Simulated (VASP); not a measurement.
**AgBr (rocksalt type): electric field gradients with PBE**

AgBr (rocksalt type):

```
Ag Br
1.0
     0.00000    2.92045    2.92045
     2.92045    0.00000    2.92045
     2.92045    2.92045    0.00000
Ag Br
1 1
Direct
  0.00000 0.00000 0.00000
  0.50000 0.50000 0.50000
```

| Item | Value |
| --- | --- |
| Program | VASP 6.6.1 |
| Task | electric field gradients |
| Functional | PBE |
| Potentials or basis | VASP PAW PBE potentials, release 64 (Ag, Br) |
| Cutoff | 400 eV |
| k mesh | 13 × 13 × 13 |
| Occupations | fermi-dirac, width 0.03 eV |
| Spin | no spin polarisation |
| Dipole correction | no |
| Further INCAR settings | ALGO = Normal; EDIFF = 1e-08; NBANDS = 16 |

```json
{"Pressure": "-0.2 GPa", "Band gap on the k mesh": "0.71 eV, indirect (least direct gap 2.44 eV)"}
```

Levels at points of the mesh, in eV from the valence-band top:
| k point | band 7 | band 8 | band 9 | band 10 | band 11 | band 12 |
| --- | --- | --- | --- | --- | --- | --- |
| (0.00, 0.00, 0.00) | -1.73 | -1.73 | -1.73 | 0.71 | 9.95 | 9.95 |

Wall time 24 s on 1 thread of AMD EPYC 9R45 96-Core Processor (Zen 5), with other jobs on the host, peak memory 0.16 GiB.

Caveat: without QUAD_EFG the Cq values of the log hold for a quadrupole moment of 1 mb, not for the nuclei. A k mesh can miss the band edges.
